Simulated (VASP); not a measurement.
# SrCl2 (Cm) in VASP: single point with r2SCAN

Aim: the single point of SrCl2 with r2SCAN.

Everything below comes from runs of VASP 6.6.1. Logs are shortened: lines on timing, memory, paths and dates and some standing lists are left out, and cuts for length are marked.

**1. The cell of the first run**

It takes space group Cm (No. 8, monoclinic). The conventional cell has a = 8.538 Å, b = 4.929 Å, c = 4.929 Å, α = 90.00°, β = 125.26°, γ = 90.00°. Sr (site symmetry m) has 8 Cl at 2.68 to 3.37 Å within 3.5 Å. Cl (site symmetry m) has 4 Sr at 2.68 to 3.37 Å and 2 Cl at 3.20 Å within 3.5 Å. Within 4.0 Å of Cl (site symmetry m) lie 4 Sr at 3.02 Å and 6 Cl at 3.20 to 3.80 Å.

**2. Single point, r2SCAN (atom 2 (Cl) moved by (-0.300, -0.300) A along y and z)**

Contents of POSCAR:

```
SrCl2
1.0
    0.0000000000      3.4855000000      3.4855000000
    3.4855000000      0.0000000000      3.4855000000
    3.4855000000      3.4855000000      0.0000000000
Sr Cl
1 2
Direct
    0.0000000000      0.0000000000      0.0000000000
    0.1639291350      0.2500000000      0.2500000000
    0.7500000000      0.7500000000      0.7500000000
```

Contents of INCAR.step1:

```
SYSTEM = SrCl2
PREC = Accurate
ENCUT = 520
ISMEAR = 0
SIGMA = 0.05
LREAL = .False.
LASPH = .True.
NELM = 100
NBANDS = 19
GGA = PE
ALGO = Normal
EDIFF = 1E-4
LWAVE = .True.
LCHARG = .False.
```

Contents of INCAR.step2:

```
SYSTEM = SrCl2
PREC = Accurate
ENCUT = 520
EDIFF = 1E-7
ISMEAR = 0
SIGMA = 0.05
LREAL = .False.
LASPH = .True.
NELM = 100
ALGO = Normal
ISIF = 2
LWAVE = .False.
LCHARG = .False.
METAGGA = R2SCAN
LMIXTAU = .True.
NBANDS = 19
ISTART = 1
```

Contents of KPOINTS:

```
regular mesh
0
Gamma
  6 6 6
  0 0 0
```

Potentials or basis: VASP PAW PBE potentials, release 64 (Sr_sv, Cl).

Command:

```bash
> cat potpaw_PBE.64/Sr_sv/POTCAR potpaw_PBE.64/Cl/POTCAR > POTCAR
> cp INCAR.step1 INCAR
> mpirun -np 1 vasp_std > vasp.out
> cp INCAR.step2 INCAR
> mpirun -np 1 vasp_std > vasp.out
```

OUTCAR:

```text
SYSTEM = SrCl2
   PREC = Accurate
   ENCUT = 520
   EDIFF = 1E-7
   ISMEAR = 0
   LREAL = .False.
   LASPH = .True.
   NELM = 100
   ISIF = 2
   METAGGA = R2SCAN
   ISTART = 1

 ion  position               nearest neighbor table
   1  0.000  0.000  0.000-   2 2.68   3 3.02   3 3.02   3 3.02   3 3.02   2 3.05   2 3.05   2 3.37

   2  0.164  0.250  0.250-   1 2.68   1 3.05   1 3.05   1 3.37
   3  0.750  0.750  0.750-   1 3.02   1 3.02   1 3.02   1 3.02

  LATTYP: Found a face centered cubic cell.
 ALAT       =     6.9710000000

  Lattice vectors:

 A1 = (   0.0000000000,   3.4855000000,   3.4855000000)
 A2 = (   3.4855000000,   0.0000000000,   3.4855000000)
 A3 = (   3.4855000000,   3.4855000000,   0.0000000000)

Analysis of symmetry for initial positions (statically):
=====================================================================
 Subroutine PRICEL returns:
 Original cell was already a primitive cell.

 Routine SETGRP: Setting up the symmetry group for a
 face centered cubic supercell.

 Subroutine GETGRP returns: Found  2 space group operations
 (whereof  2 operations were pure point group operations)
 out of a pool of 48 trial point group operations.

The static configuration has the point symmetry C_1h.

Analysis of symmetry for dynamics (positions and initial velocities):
=====================================================================
 Subroutine PRICEL returns:
 Original cell was already a primitive cell.

 Routine SETGRP: Setting up the symmetry group for a
 face centered cubic supercell.

 Subroutine GETGRP returns: Found  2 space group operations
 (whereof  2 operations were pure point group operations)
 out of a pool of 48 trial point group operations.

The dynamic configuration has the point symmetry C_1h.

 Subroutine INISYM returns: Found  2 space group operations
 (whereof  2 operations are pure point group operations),
 and found     1 'primitive' translations

----------------------------------------------------------------------------------------

                                     Primitive cell

  volume of cell :      84.6887

  direct lattice vectors                    reciprocal lattice vectors
     0.000000000  3.485500000  3.485500000    -0.143451442  0.143451442  0.143451442
     3.485500000  0.000000000  3.485500000     0.143451442 -0.143451442  0.143451442
     3.485500000  3.485500000  0.000000000     0.143451442  0.143451442 -0.143451442

  length of vectors
     4.929241372  4.929241372  4.929241372     0.248465185  0.248465185  0.248465185

  position of ions in fractional coordinates (direct lattice)
     0.000000000  0.000000000  0.000000000
     0.163929135  0.250000000  0.250000000
     0.750000000  0.750000000  0.750000000

  ion indices of the primitive-cell ions
   primitive index   ion index
                 1           1
                 2           2
                 3           3

----------------------------------------------------------------------------------------

 KPOINTS: regular mesh

Automatic generation of k-mesh.
 Grid dimensions read from file:
 generate k-points for:    6    6    6

 Generating k-lattice:

  Cartesian coordinates                     Fractional coordinates (reciprocal lattice)
    -0.023908574  0.023908574  0.023908574     0.166666667  0.000000000  0.000000000
     0.023908574 -0.023908574  0.023908574     0.000000000  0.166666667  0.000000000
     0.023908574  0.023908574 -0.023908574     0.000000000  0.000000000  0.166666667

  Length of vectors
     0.041410864  0.041410864  0.041410864

  Shift w.r.t. Gamma in fractional coordinates (k-lattice)
     0.000000000  0.000000000  0.000000000

 Subroutine IBZKPT returns following result:
 ===========================================

 Found     68 irreducible k-points:

 Following reciprocal coordinates:
            Coordinates               Weight
  0.000000  0.000000  0.000000      1.000000
  0.166667  0.000000  0.000000      2.000000
  0.000000  0.166667  0.000000      4.000000
  0.166667  0.166667  0.166667      2.000000
  0.333333  0.000000  0.000000      2.000000
  0.000000  0.333333  0.000000      4.000000
[... 16 lines left out ...]
  0.166667  0.166667 -0.333333      4.000000
  0.500000  0.333333  0.500000      4.000000
 [... further k-points ...]
   k-points           NKPTS =     68   k-points in BZ     NKDIM =     68   number of bands    NBANDS=     19
   number of dos      NEDOS =    301   number of ions     NIONS =      3
   total plane-waves  NPLWV =  64000
   dimension x,y,z NGX =    40 NGY =   40 NGZ =   40
   dimension x,y,z NGXF=    80 NGYF=   80 NGZF=   80
   ions per type =               1   2
   NGX,Y,Z   is equivalent  to a cutoff of  13.49, 13.49, 13.49 a.u.
   NGXF,Y,Z  is equivalent  to a cutoff of  26.98, 26.98, 26.98 a.u.
 SYSTEM =  SrCl2
   PREC   = accura    normal or accurate (medium, high low for compatibility)
   ISTART =      1    job   : 0-new  1-cont  2-samecut
   ICHARG =      0    charge: 1-file 2-atom 10-const
   ISPIN  =      1    spin polarized calculation?
   LNONCOLLINEAR =      F non collinear calculations
   LSORBIT =      F    spin-orbit coupling
   LASPH  =      T    aspherical Exc in radial PAW
   ENCUT  =  520.0 eV  38.22 Ry    6.18 a.u.   9.17  9.17  9.17*2*pi/ulx,y,z
   NELM   =    100;   NELMIN=  2; NELMDL=  0     # of ELM steps
   EDIFF  = 0.1E-06   stopping-criterion for ELM
   LREAL  =      F    real-space projection
   EDIFFG = 0.1E-05   stopping-criterion for IOM
   NSW    =      0    number of steps for IOM
   IBRION =     -1    ionic relax: 0-MD 1-quasi-New 2-CG
   NFREE  =      0    steps in history (QN), initial steepest desc. (CG)
   ISIF   =      2    stress and relaxation
   ISYM   =      2    0-nonsym 1-usesym 2-fastsym
   POTIM  = 0.5000    time-step for ionic-motion
   TEBEG  =    0.0;   TEEND  =   0.0 temperature during run
   PSTRESS=    0.0 pullay stress
   NELECT =      24.0000    total number of electrons
   NUPDOWN=      -1.0000    fix difference up-down
   EMIN   =  10.00;   EMAX   =-10.00  energy-range for DOS
   EFERMI =   0.00;   METHOD = LEGACY
   ISMEAR =     0;   SIGMA  =   0.05  broadening in eV -4-tet -1-fermi 0-gaus
   EFERMI_NEDOS =   21; number of points for ismear=-14 and -15
   IALGO  =     38    algorithm
   IMIX   =      4    mixing-type and parameters
     AMIX     =   0.40;   BMIX     =  1.00
     AMIX_MAG =   1.60;   BMIX_MAG =  1.00
  volume/ion in A,a.u.               =      28.23       190.50
  Fermi-wavevector in a.u.,A,eV,Ry     =   1.075318  2.032056 15.732530  1.156308
  Thomas-Fermi vector in A             =   2.211171
   LORBIT       =      0    0 simple, 1 ext, 2 COOP (PROOUT), +10 PAW based schemes
   METAGGA = R2SCAN    functional components
   LHFCALC =     F    Hartree Fock is set to
   AEXX    =    0.0000 exact exchange contribution
   IVDW    =     0    specifies the selected vdW correction
   LEPSILON=     F    determine dielectric tensor
   LRPA    =     F    only Hartree local field effects (RPA)
 non-spin polarized calculation
 Gauss-broadening in eV      SIGMA  =   0.05
  energy-cutoff  :      520.00
  volume of cell :       84.69
 maximum number of plane-waves:      2301
 NGX is ok and might be reduce to    40
   NGX = 19   NGY = 19   NGZ = 19

 number of electron      24.0000003 magnetization

 Free energy of the ion-electron system (eV)
  ---------------------------------------------------
  ext. energy  EPLUGINS =         0.00000000
  ---------------------------------------------------
  free energy    TOTEN  =       -35.39851629 eV

  energy without entropy =      -35.39851629  energy(sigma->0) =      -35.39851629

 E-fermi :   0.1832     XC(G=0):  -8.7570

 val. band max:       -0.1170520676   @ k =   0.5000   0.5000   0.0000
 cond. band min:       5.6558124328   @ k =   0.0000   0.0000   0.0000
 fundamental gap:      5.7728645004
 Fermi energy:         0.1832079940

 k-point     1 :       0.0000    0.0000    0.0000
  band No.  band energies     occupation
      1     -34.0910      2.00000
      2     -15.5636      2.00000
      3     -15.4887      2.00000
      4     -15.4695      2.00000
      5     -14.1098      2.00000
      6     -13.1563      2.00000
[... 11 lines left out ...]
     18       9.3920      0.00000
     19       9.9994      0.00000

 k-point     2 :       0.1667    0.0000    0.0000
  band No.  band energies     occupation
      1     -34.0902      2.00000
      2     -15.6078      2.00000
      3     -15.5192      2.00000
      4     -15.4723      2.00000
      5     -14.0087      2.00000
      6     -13.1846      2.00000
[... 11 lines left out ...]
     18       9.5362      0.00000
     19      10.1677      0.00000

 k-point     3 :       0.0000    0.1667    0.0000
  band No.  band energies     occupation
      1     -34.0901      2.00000
      2     -15.6397      2.00000
      3     -15.5149      2.00000
      4     -15.4849      2.00000
      5     -13.9387      2.00000
      6     -13.2093      2.00000
[... 11 lines left out ...]
     18       9.3976      0.00000
     19      10.2030      0.00000

 k-point     4 :       0.1667    0.1667    0.1667
  band No.  band energies     occupation
      1     -34.0900      2.00000
      2     -15.7110      2.00000
      3     -15.4939      2.00000
      4     -15.4742      2.00000
      5     -13.8723      2.00000
      6     -13.2254      2.00000
[... 11 lines left out ...]
     18       8.9800      0.00000
     19      10.4048      0.00000

 k-point     5 :       0.3333    0.0000    0.0000
  band No.  band energies     occupation
      1     -34.0887      2.00000
      2     -15.7065      2.00000
      3     -15.5417      2.00000
      4     -15.4779      2.00000
      5     -13.8791      2.00000
      6     -13.1905      2.00000
[... 11 lines left out ...]
     18       9.7023      0.00000
     19      10.1048      0.00000
[... 334 lines left out ...]
      2     -15.8531      2.00000
      3     -15.5879      2.00000
      4     -15.5116      2.00000
      5     -13.5510      2.00000
      6     -13.2470      2.00000
[... 11 lines left out ...]
     18       9.3280      0.00000
     19       9.9711      0.00000

 k-point    22 :       0.1667    0.0000    0.5000
  band No.  band energies     occupation
      1     -34.0872      2.00000
      2     -15.8553      2.00000
      3     -15.5690      2.00000
      4     -15.5065      2.00000
      5     -13.5917      2.00000
      6     -13.2376      2.00000
[... 11 lines left out ...]
     18       9.3950      0.00000
     19      10.1331      0.00000

 k-point    23 :       0.1667    0.1667   -0.3333
  band No.  band energies     occupation
      1     -34.0872      2.00000
      2     -15.7960      2.00000
      3     -15.6465      2.00000
      4     -15.5024      2.00000
      5     -13.5354      2.00000
      6     -13.2783      2.00000
[... 11 lines left out ...]
     18       9.1169      0.00000
     19       9.9126      0.00000

 k-point    24 :       0.5000    0.3333    0.5000
  band No.  band energies     occupation
      1     -34.0867      2.00000
      2     -15.9643      2.00000
      3     -15.5512      2.00000
      4     -15.5036      2.00000
      5     -13.4578      2.00000
      6     -13.2421      2.00000
[... 11 lines left out ...]
     18       9.0787      0.00000
     19       9.9757      0.00000

 [... further k-points ...]
[... 5 lines left out ...]
  --------------------------------------------------------------------------------------
  -------------------------------------------------------------------------------------
  Total        0.9455662      1.2106434      1.2106434      1.0669962      0.3654590      1.0669961
  in kB       17.8886376     22.9034839     22.9034839     20.1859034      6.9139150     20.1859010
  external PRESSURE =      21.2318685 kB  Pullay stress =       0.0000000 kB

 VOLUME and BASIS-vectors are now :
 -----------------------------------------------------------------------------
  energy-cutoff  :      520.00
  volume of cell :       84.69
      direct lattice vectors                 reciprocal lattice vectors
     0.000000000  3.485500000  3.485500000    -0.143451442  0.143451442  0.143451442
     3.485500000  0.000000000  3.485500000     0.143451442 -0.143451442  0.143451442
     3.485500000  3.485500000  0.000000000     0.143451442  0.143451442 -0.143451442

 POSITION                                       TOTAL-FORCE (eV/Angst)
 -----------------------------------------------------------------------------------
      0.00000      0.00000      0.00000        -0.557542     -0.588902     -0.588902
      1.74275      1.44275      1.44275         0.601857      1.066959      1.066959
      5.22825      5.22825      5.22825        -0.044315     -0.478057     -0.478057
 -----------------------------------------------------------------------------------
    total drift:                               -0.000143     -0.000239     -0.000239

  FREE ENERGIE OF THE ION-ELECTRON SYSTEM (eV)
  ---------------------------------------------------
  free  energy   TOTEN  =       -35.3985162911 eV

  energy  without entropy=      -35.3985162911  energy(sigma->0) =      -35.39851629
```

It took 6 min on 1 thread of Intel Xeon Platinum 8488C (Sapphire Rapids), shared host; peak memory 0.31 GiB.

What came out:

| Quantity | Value |
| --- | --- |
| Free energy | -35.3985 eV |
| Pressure | 2.1 GPa |
| Largest force | 1.625 eV/Å |
| Band gap on the k mesh | 5.77 eV, indirect (least direct gap 6.00 eV) |

Forces on the atoms (eV/Å):
```
Sr  -0.558 -0.589 -0.589
Cl   0.602  1.067  1.067
Cl  -0.044 -0.478 -0.478
```

Stress tensor (GPa, compression positive):
```
1.79 2.02 2.02
2.02 2.29 0.69
2.02 0.69 2.29
```

Levels at points of the mesh, in eV from the valence-band top:
```
           k point  band 10  band 11  band 12  band 13  band 14  band 15
(0.00, 0.00, 0.00)    -0.55    -0.44    -0.30     5.77     6.63     6.77
(0.50, 0.00, 0.00)    -1.28    -0.99    -0.64     7.08     7.46     7.82
(0.00, 0.50, 0.00)    -1.35    -1.10    -0.71     6.87     7.42     7.92
(0.50, 0.50, 0.50)    -1.33    -1.08    -1.07     6.98     7.10     7.54
(0.50, 0.50, 0.00)    -0.70    -0.30     0.00     6.00     7.64     7.93
(0.00, 0.50, 0.50)    -0.70    -0.29    -0.08     6.10     7.68     7.91
```

Caveat: the cell differs from its parent crystal (atom 2 (Cl) moved by (-0.300, -0.300) A along y and z); the PAW data sets were made with another functional, which shifts forces and pressure a little.
